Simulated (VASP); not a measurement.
# RbCl (Fm-3m) in VASP: further runs

The runs below take RbCl through single point, with PBE.

Program: VASP 6.6.1. These are calculated values, not measurements. Logs are shortened: lines on timing, memory, paths and dates and some standing lists are left out, and cuts for length are marked.

## Step 1: The cell of the first run

The structure is cubic, space group Fm-3m (No. 225). Conventional cell: a = 6.548 Å, b = 6.548 Å, c = 6.548 Å, α = 90.00°, β = 90.00°, γ = 90.00°. Rb (site symmetry m-3m) has 6 Cl at 3.27 Å within 4.3 Å. Cl (site symmetry m-3m) has 6 Rb at 3.27 Å within 4.3 Å.

## Step 2: Single point, PBE

Contents of INCAR:

```
ALGO = Normal ; EDIFF = 1E-6
ENCUT = 500 ; GGA = PE
GGA_COMPAT = False ; ISIF = 2
ISMEAR = 0 ; LASPH = True
LCHARG = False ; LREAL = False
LWAVE = False ; NBANDS = 15
NELM = 120 ; PREC = Accurate
SIGMA = 0.01
```

Contents of KPOINTS:

```
k-points
0
Gamma
  5 5 5
```

Contents of POSCAR:

```
RbCl
1.0
    0.0000000000      3.2740000000      3.2740000000
    3.2740000000      0.0000000000      3.2740000000
    3.2740000000      3.2740000000      0.0000000000
Rb Cl
1 1
Direct
    0.0000000000      0.0000000000      0.0000000000
    0.5000000000      0.5000000000      0.5000000000
```

Potentials or basis: VASP PAW PBE potentials, release 64 (Rb_sv, Cl).

Command:

```
$ cat potpaw_PBE.64/Rb_sv/POTCAR potpaw_PBE.64/Cl/POTCAR > POTCAR
$ mpirun -np 1 vasp_std > vasp.out
```

OUTCAR:

```text
EDIFF = 1E-6
   ENCUT = 500
   GGA = PE
   ISIF = 2
   ISMEAR = 0
   LASPH = True
   LREAL = False
   NELM = 120
   PREC = Accurate

 ion  position               nearest neighbor table
   1  0.000  0.000  0.000-   2 3.27   2 3.27   2 3.27   2 3.27   2 3.27   2 3.27
   2  0.500  0.500  0.500-   1 3.27   1 3.27   1 3.27   1 3.27   1 3.27   1 3.27

  LATTYP: Found a face centered cubic cell.
 ALAT       =     6.5480000000

  Lattice vectors:

 A1 = (   0.0000000000,   3.2740000000,   3.2740000000)
 A2 = (   3.2740000000,   0.0000000000,   3.2740000000)
 A3 = (   3.2740000000,   3.2740000000,   0.0000000000)

Analysis of symmetry for initial positions (statically):
=====================================================================
 Subroutine PRICEL returns:
 Original cell was already a primitive cell.

 Routine SETGRP: Setting up the symmetry group for a
 face centered cubic supercell.

 Subroutine GETGRP returns: Found 48 space group operations
 (whereof 48 operations were pure point group operations)
 out of a pool of 48 trial point group operations.

The static configuration has the point symmetry O_h .

Analysis of symmetry for dynamics (positions and initial velocities):
=====================================================================
 Subroutine PRICEL returns:
 Original cell was already a primitive cell.

 Routine SETGRP: Setting up the symmetry group for a
 face centered cubic supercell.

 Subroutine GETGRP returns: Found 48 space group operations
 (whereof 48 operations were pure point group operations)
 out of a pool of 48 trial point group operations.

The dynamic configuration has the point symmetry O_h .

 Subroutine INISYM returns: Found 48 space group operations
 (whereof 48 operations are pure point group operations),
 and found     1 'primitive' translations

----------------------------------------------------------------------------------------

                                     Primitive cell

  volume of cell :      70.1885

  direct lattice vectors                    reciprocal lattice vectors
     0.000000000  3.274000000  3.274000000    -0.152718387  0.152718387  0.152718387
     3.274000000  0.000000000  3.274000000     0.152718387 -0.152718387  0.152718387
     3.274000000  3.274000000  0.000000000     0.152718387  0.152718387 -0.152718387

  length of vectors
     4.630135203  4.630135203  4.630135203     0.264516006  0.264516006  0.264516006

  position of ions in fractional coordinates (direct lattice)
     0.000000000  0.000000000  0.000000000
     0.500000000  0.500000000  0.500000000

  ion indices of the primitive-cell ions
   primitive index   ion index
                 1           1
                 2           2

----------------------------------------------------------------------------------------

 KPOINTS: k-points

Automatic generation of k-mesh.
 Grid dimensions read from file:
 generate k-points for:    5    5    5

 Generating k-lattice:

  Cartesian coordinates                     Fractional coordinates (reciprocal lattice)
    -0.030543677  0.030543677  0.030543677     0.200000000  0.000000000  0.000000000
     0.030543677 -0.030543677  0.030543677     0.000000000  0.200000000  0.000000000
     0.030543677  0.030543677 -0.030543677     0.000000000  0.000000000  0.200000000

  Length of vectors
     0.052903201  0.052903201  0.052903201

  Shift w.r.t. Gamma in fractional coordinates (k-lattice)
     0.000000000  0.000000000  0.000000000

 Subroutine IBZKPT returns following result:
 ===========================================

 Found     10 irreducible k-points:

 Following reciprocal coordinates:
            Coordinates               Weight
  0.000000  0.000000  0.000000      1.000000
  0.200000  0.000000  0.000000      8.000000
  0.400000  0.000000  0.000000      8.000000
  0.200000  0.200000  0.000000      6.000000
  0.400000  0.200000  0.000000     24.000000
 -0.400000  0.200000  0.000000     24.000000
 -0.200000  0.200000  0.000000     12.000000
  0.400000  0.400000  0.000000      6.000000
 -0.400000  0.400000  0.000000     12.000000
 -0.400000  0.400000  0.200000     24.000000
   k-points           NKPTS =     10   k-points in BZ     NKDIM =     10   number of bands    NBANDS=     15
   number of dos      NEDOS =    301   number of ions     NIONS =      2
   total plane-waves  NPLWV =  46656
   dimension x,y,z NGX =    36 NGY =   36 NGZ =   36
   dimension x,y,z NGXF=    72 NGYF=   72 NGZF=   72
   ions per type =               1   1
   NGX,Y,Z   is equivalent  to a cutoff of  12.93, 12.93, 12.93 a.u.
   NGXF,Y,Z  is equivalent  to a cutoff of  25.85, 25.85, 25.85 a.u.
 SYSTEM =  unknown system
   PREC   = accura    normal or accurate (medium, high low for compatibility)
   ISTART =      0    job   : 0-new  1-cont  2-samecut
   ICHARG =      2    charge: 1-file 2-atom 10-const
   ISPIN  =      1    spin polarized calculation?
   LNONCOLLINEAR =      F non collinear calculations
   LSORBIT =      F    spin-orbit coupling
   LASPH  =      T    aspherical Exc in radial PAW
   ENCUT  =  500.0 eV  36.75 Ry    6.06 a.u.   8.44  8.44  8.44*2*pi/ulx,y,z
   NELM   =    120;   NELMIN=  2; NELMDL= -5     # of ELM steps
   EDIFF  = 0.1E-05   stopping-criterion for ELM
   LREAL  =      F    real-space projection
   EDIFFG = 0.1E-04   stopping-criterion for IOM
   NSW    =      0    number of steps for IOM
   IBRION =     -1    ionic relax: 0-MD 1-quasi-New 2-CG
   NFREE  =      0    steps in history (QN), initial steepest desc. (CG)
   ISIF   =      2    stress and relaxation
   ISYM   =      2    0-nonsym 1-usesym 2-fastsym
   POTIM  = 0.5000    time-step for ionic-motion
   TEBEG  =    0.0;   TEEND  =   0.0 temperature during run
   PSTRESS=    0.0 pullay stress
   NELECT =      16.0000    total number of electrons
   NUPDOWN=      -1.0000    fix difference up-down
   EMIN   =  10.00;   EMAX   =-10.00  energy-range for DOS
   EFERMI =   0.00;   METHOD = LEGACY
   ISMEAR =     0;   SIGMA  =   0.01  broadening in eV -4-tet -1-fermi 0-gaus
   EFERMI_NEDOS =   21; number of points for ismear=-14 and -15
   IALGO  =     38    algorithm
   IMIX   =      4    mixing-type and parameters
     AMIX     =   0.40;   BMIX     =  1.00
     AMIX_MAG =   1.60;   BMIX_MAG =  1.00
  volume/ion in A,a.u.               =      35.09       236.83
  Fermi-wavevector in a.u.,A,eV,Ry     =   1.000060  1.889840 13.607465  1.000120
  Thomas-Fermi vector in A             =   2.132392
   LORBIT       =      0    0 simple, 1 ext, 2 COOP (PROOUT), +10 PAW based schemes
   GGA     = PE    functional components
   LHFCALC =     F    Hartree Fock is set to
   AEXX    =    0.0000 exact exchange contribution
   IVDW    =     0    specifies the selected vdW correction
   LEPSILON=     F    determine dielectric tensor
   LRPA    =     F    only Hartree local field effects (RPA)
 non-spin polarized calculation
 Gauss-broadening in eV      SIGMA  =   0.01
  energy-cutoff  :      500.00
  volume of cell :       70.19
 maximum number of plane-waves:      1807
 NGX is ok and might be reduce to    36
   NGX = 17   NGY = 17   NGZ = 17

 number of electron      16.0000001 magnetization

 Free energy of the ion-electron system (eV)
  ---------------------------------------------------
  ext. energy  EPLUGINS =         0.00000000
  ---------------------------------------------------
  free energy    TOTEN  =        -6.65812934 eV

  energy without entropy =       -6.65812934  energy(sigma->0) =       -6.65812934

 E-fermi :  -1.7234     XC(G=0):  -7.4134

 val. band max:       -1.8203602506   @ k =   0.0000   0.0000   0.0000
 cond. band min:       3.2263955794   @ k =   0.0000   0.0000   0.0000
 fundamental gap:      5.0467558300
 Fermi energy:        -1.7233517907

 k-point     1 :       0.0000    0.0000    0.0000
  band No.  band energies     occupation
      1     -25.7070      2.00000
      2     -13.8324      2.00000
      3      -9.7558      2.00000
      4      -9.7558      2.00000
      5      -9.7558      2.00000
      6      -1.8204      2.00000
      7      -1.8204      2.00000
      8      -1.8204      2.00000
      9       3.2264      0.00000
     10       6.1833      0.00000
     11       6.1833      0.00000
     12       6.1833      0.00000
     13       7.1766      0.00000
     14       7.1766      0.00000
     15      10.3366      0.00000

 k-point     2 :       0.2000    0.0000    0.0000
  band No.  band energies     occupation
      1     -25.7011      2.00000
      2     -13.8559      2.00000
      3      -9.7602      2.00000
      4      -9.7602      2.00000
      5      -9.7451      2.00000
      6      -2.1741      2.00000
      7      -1.9481      2.00000
      8      -1.9481      2.00000
      9       4.1004      0.00000
     10       5.9843      0.00000
     11       6.6839      0.00000
     12       6.6839      0.00000
     13       7.7670      0.00000
     14       7.7670      0.00000
     15      11.7855      0.00000

 k-point     3 :       0.4000    0.0000    0.0000
  band No.  band energies     occupation
      1     -25.6914      2.00000
      2     -13.8936      2.00000
      3      -9.7671      2.00000
      4      -9.7671      2.00000
      5      -9.7284      2.00000
      6      -2.6352      2.00000
      7      -2.1410      2.00000
      8      -2.1410      2.00000
      9       5.6751      0.00000
     10       6.1181      0.00000
     11       7.9720      0.00000
     12       7.9720      0.00000
     13       9.1272      0.00000
     14       9.1272      0.00000
     15      10.6197      0.00000

 k-point     4 :       0.2000    0.2000    0.0000
  band No.  band energies     occupation
      1     -25.6992      2.00000
      2     -13.8475      2.00000
      3      -9.7924      2.00000
      4      -9.7924      2.00000
      5      -9.7388      2.00000
      6      -2.2918      2.00000
      7      -1.8723      2.00000
      8      -1.8723      2.00000
      9       4.2077      0.00000
     10       5.3387      0.00000
     11       7.2010      0.00000
     12       7.2010      0.00000
     13       7.4990      0.00000
     14       8.2532      0.00000
     15      12.1869      0.00000

 k-point     5 :       0.4000    0.2000    0.0000
  band No.  band energies     occupation
      1     -25.6910      2.00000
      2     -13.8540      2.00000
      3      -9.8186      2.00000
      4      -9.8085      2.00000
      5      -9.7914      2.00000
      6      -2.4291      2.00000
      7      -2.0611      2.00000
      8      -1.9996      2.00000
      9       5.2633      0.00000
     10       5.4898      0.00000
     11       8.0985      0.00000
     12       8.2664      0.00000
     13       8.5080      0.00000
     14       8.7880      0.00000
     15      10.2872      0.00000

 k-point     6 :      -0.4000    0.2000    0.0000
  band No.  band energies     occupation
      1     -25.6878      2.00000
      2     -13.8662      2.00000
      3      -9.8722      2.00000
      4      -9.7864      2.00000
      5      -9.7601      2.00000
      6      -2.5226      2.00000
      7      -2.1447      2.00000
      8      -2.1039      2.00000
      9       5.8632      0.00000
     10       6.2416      0.00000
     11       7.9029      0.00000
     12       8.3589      0.00000
     13       8.5718      0.00000
     14       9.9838      0.00000
     15      10.2598      0.00000

 k-point     7 :      -0.2000    0.2000    0.0000
  band No.  band energies     occupation
      1     -25.6940      2.00000
      2     -13.8676      2.00000
      3      -9.8364      2.00000
      4      -9.7563      2.00000
      5      -9.7299      2.00000
      6      -2.4578      2.00000
      7      -2.1159      2.00000
      8      -1.9450      2.00000
      9       5.0581      0.00000
     10       5.8202      0.00000
     11       7.1368      0.00000
     12       7.8347      0.00000
     13       8.1471      0.00000
     14       8.9584      0.00000
     15      10.7091      0.00000

 k-point     8 :       0.4000    0.4000    0.0000
  band No.  band energies     occupation
      1     -25.6870      2.00000
      2     -13.8008      2.00000
      3      -9.9608      2.00000
      4      -9.8523      2.00000
      5      -9.8523      2.00000
      6      -2.2339      2.00000
      7      -1.9173      2.00000
      8      -1.9173      2.00000
      9       4.4921      0.00000
     10       5.8318      0.00000
     11       8.1503      0.00000
     12       8.4053      0.00000
     13       9.1568      0.00000
     14       9.5012      0.00000
     15       9.5012      0.00000

 k-point     9 :      -0.4000    0.4000    0.0000
  band No.  band energies     occupation
      1     -25.6850      2.00000
      2     -13.8080      2.00000
      3      -9.9973      2.00000
      4      -9.8390      2.00000
      5      -9.8302      2.00000
      6      -2.1393      2.00000
      7      -2.1159      2.00000
      8      -2.0091      2.00000
      9       4.8849      0.00000
     10       6.9854      0.00000
     11       7.2117      0.00000
     12       8.2098      0.00000
     13       8.8072      0.00000
     14       9.4243      0.00000
     15      10.7664      0.00000

 k-point    10 :      -0.4000    0.4000    0.2000
  band No.  band energies     occupation
      1     -25.6861      2.00000
      2     -13.8303      2.00000
      3      -9.9130      2.00000
      4      -9.9079      2.00000
      5      -9.7516      2.00000
      6      -2.3269      2.00000
      7      -2.1168      2.00000
      8      -2.0159      2.00000
      9       5.4646      0.00000
     10       6.1873      0.00000
     11       7.4780      0.00000
     12       8.3117      0.00000
     13       9.2731      0.00000
     14       9.3834      0.00000
     15      10.3391      0.00000

------------------------ aborting loop because EDIFF is reached ----------------------------------------

  FORCE on cell =-STRESS in cart. coord.  units (eV):
  Direction    XX          YY          ZZ          XY          YZ          ZX
  --------------------------------------------------------------------------------------
  -------------------------------------------------------------------------------------
  Total        0.5039320      0.5039320      0.5039320      0.0000000      0.0000000      0.0000000
  in kB       11.5031426     11.5031426     11.5031426      0.0000000      0.0000000      0.0000000
  external PRESSURE =      11.5031426 kB  Pullay stress =       0.0000000 kB

 VOLUME and BASIS-vectors are now :
 -----------------------------------------------------------------------------
  energy-cutoff  :      500.00
  volume of cell :       70.19
      direct lattice vectors                 reciprocal lattice vectors
     0.000000000  3.274000000  3.274000000    -0.152718387  0.152718387  0.152718387
     3.274000000  0.000000000  3.274000000     0.152718387 -0.152718387  0.152718387
     3.274000000  3.274000000  0.000000000     0.152718387  0.152718387 -0.152718387

 POSITION                                       TOTAL-FORCE (eV/Angst)
 -----------------------------------------------------------------------------------
      0.00000      0.00000      0.00000         0.000000     -0.000000      0.000000
      3.27400      3.27400      3.27400        -0.000000      0.000000     -0.000000
 -----------------------------------------------------------------------------------
    total drift:                                0.000000      0.000000      0.000000

  FREE ENERGIE OF THE ION-ELECTRON SYSTEM (eV)
  ---------------------------------------------------
  free  energy   TOTEN  =        -6.6581293352 eV

  energy  without entropy=       -6.6581293352  energy(sigma->0) =       -6.65812934
```

Wall time 17 s (1 thread of AMD EPYC 7R13 (Zen 3), shared host); peak memory 0.17 GiB.

What came out:

| Property | Result |
| --- | --- |
| Free energy | -6.6581 eV |
| Pressure | 1.2 GPa |
| Band gap on the k mesh | 5.05 eV, direct |

(Part 1 of 3 ends here.)
